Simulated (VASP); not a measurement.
Ti, 1 atom in the cell. It takes space group Fm-3m (No. 225, cubic). Conventional cell: a = 4.115 Å, b = 4.115 Å, c = 4.115 Å, α = 90.00°, β = 90.00°, γ = 90.00°. Ti (site symmetry m-3m) has 12 Ti at 2.91 Å within 3.8 Å. This isn't the form of Ti at room conditions, which is hcp.

| Item | Value |
| --- | --- |
| Program | VASP 6.6.1 |
| Task | single point |
| Functional | r2SCAN |
| Potentials or basis | VASP PAW PBE potentials, release 64 (Ti_sv) |
| Cutoff | 550 eV |
| k mesh | 9 × 9 × 9 |
| Occupations | fermi-dirac, width 0.1 eV |
| Spin | no spin polarisation |
| Dipole correction | no |
| Further INCAR settings | ALGO = Normal; EDIFF = 1e-06; NBANDS = 12 |

Potentials or basis: VASP PAW PBE potentials, release 64 (Ti_sv).

Launch:

```bash
$ cat potpaw_PBE.64/Ti_sv/POTCAR > POTCAR
$ cp INCAR.step1 INCAR
$ mpirun -np 1 vasp_std > vasp.out
$ cp INCAR.step2 INCAR
$ mpirun -np 1 vasp_std > vasp.out
```

Hardware: 1 thread of Intel Xeon 8259CL, on a shared host.

Problem. Estimate the wall time of this run.

Solution. Wall time 70 s on 1 thread of Intel Xeon 8259CL, on a shared host, peak memory 0.15 GiB. Counts: k points 35.
